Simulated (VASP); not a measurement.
# SnSe (I4/mmm) in VASP: single point with PBEsol

Aim: the single point of SnSe with PBEsol.

Program: VASP 6.6.1. These are calculated values, not measurements. Logs are shortened: lines on timing, memory, paths and dates and some standing lists are left out, and cuts for length are marked.

## 1. The cell of the first run

The structure is tetragonal, space group I4/mmm (No. 139). Conventional cell: a = 4.202 Å, b = 4.202 Å, c = 12.558 Å, α = 90.00°, β = 90.00°, γ = 90.00°. Within 3.6 Å of Sn (site symmetry 4mm) lie 5 Se at 2.72 to 2.97 Å and 1 Sn at 3.48 Å. Se (site symmetry 4mm) has 5 Sn at 2.72 to 2.97 Å and 1 Se at 3.63 Å within 3.7 Å.

## 2. Single point, PBEsol

INCAR

```
  PREC = Accurate
  ENCUT = 520
  EDIFF = 1E-6
  ISMEAR = -1
  SIGMA = 0.03
  LREAL = False
  LASPH = True
  NELM = 100
  ALGO = Normal
  ISIF = 2
  LWAVE = False
  LCHARG = False
  GGA = PS
  NBANDS = 28
```

KPOINTS

```
regular mesh
0
Gamma
  8 8 8
```

POSCAR

```
SnSe
1.0
   -2.1008982107      2.1008982107      6.2791507218
    2.1008982107     -2.1008982107      6.2791507218
    2.1008982107      2.1008982107     -6.2791507218
Sn Se
2 2
Direct
    0.8616398453      0.8616398453      0.0000000000
    0.1383601547      0.1383601547      0.0000000000
    0.6447062403      0.6447062403      0.0000000000
    0.3552937597      0.3552937597      0.0000000000
```

Potentials or basis: VASP PAW PBE potentials, release 64 (Sn_d, Se).

Started as:

```console
> cat potpaw_PBE.64/Sn_d/POTCAR potpaw_PBE.64/Se/POTCAR > POTCAR
> mpirun -np 1 vasp_std > vasp.out
```

OUTCAR:

```text
PREC = Accurate
   ENCUT = 520
   EDIFF = 1E-6
   ISMEAR = -1
   LREAL = False
   LASPH = True
   NELM = 100
   ISIF = 2
   GGA = PS

 ion  position               nearest neighbor table
   1  0.862  0.862  0.000-   3 2.72   4 2.97   4 2.97   4 2.97   4 2.97   2 3.48
   2  0.138  0.138  0.000-   4 2.72   3 2.97   3 2.97   3 2.97   3 2.97   1 3.48
   3  0.645  0.645  0.000-   1 2.72   2 2.97   2 2.97   2 2.97   2 2.97
   4  0.355  0.355  0.000-   2 2.72   1 2.97   1 2.97   1 2.97   1 2.97

  LATTYP: Found a body centered tetragonal cell.
 ALAT       =     4.2017964214
 C/A-ratio  =     2.9887934074

  Lattice vectors:

 A1 = (  -2.1008982107,   2.1008982107,   6.2791507218)
 A2 = (   2.1008982107,  -2.1008982107,   6.2791507218)
 A3 = (   2.1008982107,   2.1008982107,  -6.2791507218)

Analysis of symmetry for initial positions (statically):
=====================================================================
 Subroutine PRICEL returns:
 Original cell was already a primitive cell.

 Routine SETGRP: Setting up the symmetry group for a
 body centered tetragonal supercell.

 Subroutine GETGRP returns: Found 16 space group operations
 (whereof 16 operations were pure point group operations)
 out of a pool of 16 trial point group operations.

The static configuration has the point symmetry D_4h.

Analysis of symmetry for dynamics (positions and initial velocities):
=====================================================================
 Subroutine PRICEL returns:
 Original cell was already a primitive cell.

 Routine SETGRP: Setting up the symmetry group for a
 body centered tetragonal supercell.

 Subroutine GETGRP returns: Found 16 space group operations
 (whereof 16 operations were pure point group operations)
 out of a pool of 16 trial point group operations.

The dynamic configuration has the point symmetry D_4h.

 Subroutine INISYM returns: Found 16 space group operations
 (whereof 16 operations are pure point group operations),
 and found     1 'primitive' translations

----------------------------------------------------------------------------------------

                                     Primitive cell

  volume of cell :     110.8590

  direct lattice vectors                    reciprocal lattice vectors
    -2.100898211  2.100898211  6.279150722     0.000000000  0.237993444  0.079628603
     2.100898211 -2.100898211  6.279150722     0.237993444  0.000000000  0.079628603
     2.100898211  2.100898211 -6.279150722     0.237993444  0.237993444  0.000000000

  length of vectors
     6.946602074  6.946602074  6.946602074     0.250961339  0.250961339  0.336573556

  position of ions in fractional coordinates (direct lattice)
     0.861639845  0.861639845  0.000000000
     0.138360155  0.138360155  0.000000000
     0.644706240  0.644706240  0.000000000
     0.355293760  0.355293760  0.000000000

  ion indices of the primitive-cell ions
   primitive index   ion index
                 1           1
                 2           2
                 3           3
                 4           4

----------------------------------------------------------------------------------------

 KPOINTS: regular mesh

Automatic generation of k-mesh.
 Grid dimensions read from file:
 generate k-points for:    8    8    8

 Generating k-lattice:

  Cartesian coordinates                     Fractional coordinates (reciprocal lattice)
     0.000000000  0.029749180  0.009953575     0.125000000  0.000000000 -0.000000000
     0.029749180  0.000000000  0.009953575     0.000000000  0.125000000 -0.000000000
     0.029749180  0.029749180  0.000000000     0.000000000  0.000000000  0.125000000

  Length of vectors
     0.031370167  0.031370167  0.042071694

  Shift w.r.t. Gamma in fractional coordinates (k-lattice)
     0.000000000  0.000000000  0.000000000

 Subroutine IBZKPT returns following result:
 ===========================================

 Found     59 irreducible k-points:

 Following reciprocal coordinates:
            Coordinates               Weight
  0.000000  0.000000  0.000000      1.000000
  0.125000  0.000000  0.000000      8.000000
  0.250000  0.000000  0.000000      8.000000
  0.375000 -0.000000  0.000000      8.000000
  0.500000  0.000000  0.000000      4.000000
  0.125000  0.125000  0.000000      8.000000
[... 16 lines left out ...]
  0.250000  0.125000  0.125000     16.000000
  0.375000  0.125000  0.125000      8.000000
 [... further k-points ...]
   k-points           NKPTS =     59   k-points in BZ     NKDIM =     59   number of bands    NBANDS=     28
   number of dos      NEDOS =    301   number of ions     NIONS =      4
   total plane-waves  NPLWV = 157464
   dimension x,y,z NGX =    54 NGY =   54 NGZ =   54
   dimension x,y,z NGXF=   108 NGYF=  108 NGZF=  108
   ions per type =               2   2
   NGX,Y,Z   is equivalent  to a cutoff of  12.92, 12.92, 12.92 a.u.
   NGXF,Y,Z  is equivalent  to a cutoff of  25.85, 25.85, 25.85 a.u.
 SYSTEM =  unknown system
   PREC   = accura    normal or accurate (medium, high low for compatibility)
   ISTART =      0    job   : 0-new  1-cont  2-samecut
   ICHARG =      2    charge: 1-file 2-atom 10-const
   ISPIN  =      1    spin polarized calculation?
   LNONCOLLINEAR =      F non collinear calculations
   LSORBIT =      F    spin-orbit coupling
   LASPH  =      T    aspherical Exc in radial PAW
   ENCUT  =  520.0 eV  38.22 Ry    6.18 a.u.  12.92 12.92 12.92*2*pi/ulx,y,z
   NELM   =    100;   NELMIN=  2; NELMDL= -5     # of ELM steps
   EDIFF  = 0.1E-05   stopping-criterion for ELM
   LREAL  =      F    real-space projection
   EDIFFG = 0.1E-04   stopping-criterion for IOM
   NSW    =      0    number of steps for IOM
   IBRION =     -1    ionic relax: 0-MD 1-quasi-New 2-CG
   NFREE  =      0    steps in history (QN), initial steepest desc. (CG)
   ISIF   =      2    stress and relaxation
   ISYM   =      2    0-nonsym 1-usesym 2-fastsym
   POTIM  = 0.5000    time-step for ionic-motion
   TEBEG  =    0.0;   TEEND  =   0.0 temperature during run
   PSTRESS=    0.0 pullay stress
   NELECT =      40.0000    total number of electrons
   NUPDOWN=      -1.0000    fix difference up-down
   EMIN   =  10.00;   EMAX   =-10.00  energy-range for DOS
   EFERMI =   0.00;   METHOD = LEGACY
   ISMEAR =    -1;   SIGMA  =   0.03  broadening in eV -4-tet -1-fermi 0-gaus
   EFERMI_NEDOS =   21; number of points for ismear=-14 and -15
   IALGO  =     38    algorithm
   IMIX   =      4    mixing-type and parameters
     AMIX     =   0.40;   BMIX     =  1.00
     AMIX_MAG =   1.60;   BMIX_MAG =  1.00
  volume/ion in A,a.u.               =      27.71       187.03
  Fermi-wavevector in a.u.,A,eV,Ry     =   1.165479  2.202436 18.481361  1.358342
  Thomas-Fermi vector in A             =   2.302004
   LORBIT       =      0    0 simple, 1 ext, 2 COOP (PROOUT), +10 PAW based schemes
   GGA     = PS    functional components
   LHFCALC =     F    Hartree Fock is set to
   AEXX    =    0.0000 exact exchange contribution
   IVDW    =     0    specifies the selected vdW correction
   LEPSILON=     F    determine dielectric tensor
   LRPA    =     F    only Hartree local field effects (RPA)
 non-spin polarized calculation
  energy-cutoff  :      520.00
  volume of cell :      110.86
 maximum number of plane-waves:      3004
 NGX is ok and might be reduce to    54
   NGX = 25   NGY = 25   NGZ = 25

 number of electron      39.9999996 magnetization

 Free energy of the ion-electron system (eV)
  ---------------------------------------------------
  ext. energy  EPLUGINS =         0.00000000
  ---------------------------------------------------
  free energy    TOTEN  =       -17.74601182 eV

  energy without entropy =      -17.74470495  energy(sigma->0) =      -17.74535839

 E-fermi :   5.3436     XC(G=0):  -9.6233

 val. band max:        5.3018703435   @ k =  -0.2500   0.2500   0.0000
 cond. band min:       5.3458875692   @ k =  -0.3750   0.5000   0.3750
 fundamental gap:      0.0440172257
 Fermi energy:         5.3435875212

 k-point     1 :       0.0000    0.0000    0.0000
  band No.  band energies     occupation
      1     -16.2320      2.00000
      2     -16.2275      2.00000
      3     -16.2261      2.00000
      4     -16.2174      2.00000
      5     -16.2169      2.00000
      6     -16.1984      2.00000
[... 20 lines left out ...]
     27      10.9123      0.00000
     28      10.9123      0.00000

 k-point     2 :       0.1250    0.0000    0.0000
  band No.  band energies     occupation
      1     -16.2302      2.00000
      2     -16.2274      2.00000
      3     -16.2260      2.00000
      4     -16.2195      2.00000
      5     -16.2189      2.00000
      6     -16.1936      2.00000
[... 20 lines left out ...]
     27      10.3551      0.00000
     28      10.6281      0.00000

 k-point     3 :       0.2500    0.0000    0.0000
  band No.  band energies     occupation
      1     -16.2302      2.00000
      2     -16.2276      2.00000
      3     -16.2239      2.00000
      4     -16.2238      2.00000
      5     -16.2191      2.00000
      6     -16.1892      2.00000
[... 20 lines left out ...]
     27      10.7617      0.00000
     28      11.5391      0.00000

 k-point     4 :       0.3750   -0.0000    0.0000
  band No.  band energies     occupation
      1     -16.2326      2.00000
      2     -16.2290      2.00000
      3     -16.2289      2.00000
      4     -16.2201      2.00000
      5     -16.2153      2.00000
      6     -16.1922      2.00000
[... 20 lines left out ...]
     27      11.9492      0.00000
     28      12.4300      0.00000

 k-point     5 :       0.5000    0.0000    0.0000
  band No.  band energies     occupation
      1     -16.2330      2.00000
      2     -16.2317      2.00000
      3     -16.2296      2.00000
      4     -16.2185      2.00000
      5     -16.2136      2.00000
      6     -16.1935      2.00000
[... 20 lines left out ...]
     27      12.0333      0.00000
     28      13.1454      0.00000

 k-point     6 :       0.1250    0.1250    0.0000
  band No.  band energies     occupation
      1     -16.2290      2.00000
      2     -16.2284      2.00000
      3     -16.2247      2.00000
      4     -16.2240      2.00000
      5     -16.2201      2.00000
      6     -16.1878      2.00000
[... 463 lines left out ...]
      5     -16.2039      2.00000
      6     -16.2026      2.00000
[... 20 lines left out ...]
     27      11.2666      0.00000
     28      12.2296      0.00000

 k-point    22 :       0.1250    0.1250    0.1250
  band No.  band energies     occupation
      1     -16.2386      2.00000
      2     -16.2345      2.00000
      3     -16.2188      2.00000
      4     -16.2171      2.00000
      5     -16.2163      2.00000
      6     -16.1904      2.00000
[... 20 lines left out ...]
     27      11.4078      0.00000
     28      11.7230      0.00000

 k-point    23 :       0.2500    0.1250    0.1250
  band No.  band energies     occupation
      1     -16.2438      2.00000
      2     -16.2413      2.00000
      3     -16.2178      2.00000
      4     -16.2132      2.00000
      5     -16.2118      2.00000
      6     -16.1937      2.00000
[... 20 lines left out ...]
     27      10.7330      0.00000
     28      10.9811      0.00000

 k-point    24 :       0.3750    0.1250    0.1250
  band No.  band energies     occupation
      1     -16.2457      2.00000
      2     -16.2440      2.00000
      3     -16.2179      2.00000
      4     -16.2110      2.00000
      5     -16.2101      2.00000
      6     -16.1951      2.00000
[... 20 lines left out ...]
     27      10.2842      0.00000
     28      10.6177      0.00000

 [... further k-points ...]

------------------------ aborting loop because EDIFF is reached ----------------------------------------

  FORCE on cell =-STRESS in cart. coord.  units (eV):
  Direction    XX          YY          ZZ          XY          YZ          ZX
  --------------------------------------------------------------------------------------
  -------------------------------------------------------------------------------------
  Total        0.0111106      0.0111106      0.0170410      0.0000000      0.0000000      0.0000000
  in kB        0.1605752      0.1605752      0.2462835      0.0000000      0.0000000      0.0000000
  external PRESSURE =       0.1891446 kB  Pullay stress =       0.0000000 kB

 VOLUME and BASIS-vectors are now :
 -----------------------------------------------------------------------------
  energy-cutoff  :      520.00
  volume of cell :      110.86
      direct lattice vectors                 reciprocal lattice vectors
    -2.100898211  2.100898211  6.279150722     0.000000000  0.237993444  0.079628603
     2.100898211 -2.100898211  6.279150722     0.237993444  0.000000000  0.079628603
     2.100898211  2.100898211 -6.279150722     0.237993444  0.237993444  0.000000000

 POSITION                                       TOTAL-FORCE (eV/Angst)
 -----------------------------------------------------------------------------------
      0.00000      0.00000     10.82073         0.000000      0.000000      0.017723
      0.00000      0.00000      1.73757         0.000000      0.000000     -0.017723
      0.00000      0.00000      8.09642        -0.000000     -0.000000     -0.009571
      0.00000      0.00000      4.46189        -0.000000     -0.000000      0.009571
 -----------------------------------------------------------------------------------
    total drift:                                0.000000     -0.000000      0.000000

  FREE ENERGIE OF THE ION-ELECTRON SYSTEM (eV)
  ---------------------------------------------------
  free  energy   TOTEN  =       -17.7460118226 eV

  energy  without entropy=      -17.7447049533  energy(sigma->0) =      -17.74535839
```

Run time: 6.7 min. Hardware: 1 thread of AMD EPYC 7R43 (Zen 3), shared host; peak memory 0.44 GiB.

Results:

| Property | Result |
| --- | --- |
| Free energy | -17.7460 eV |
| Pressure | 0.0 GPa |
| Largest force | 0.018 eV/Å |
| Band gap on the k mesh | zero (bands 20 and 21 overlap by 0.33 eV) |

Forces on the atoms (eV/Å):
```
Sn   0.000  0.000  0.018
Sn   0.000  0.000 -0.018
Se   0.000  0.000 -0.010
Se   0.000  0.000  0.010
```

Caveat: semilocal functionals underestimate gaps, and a narrow one can read as zero; the PAW data sets were made with another functional, which shifts forces and pressure a little; spin-orbit coupling is left out, which moves the levels of the heavy elements.

The gap in the log of VASP goes by the Fermi energy; the results here count the filled bands.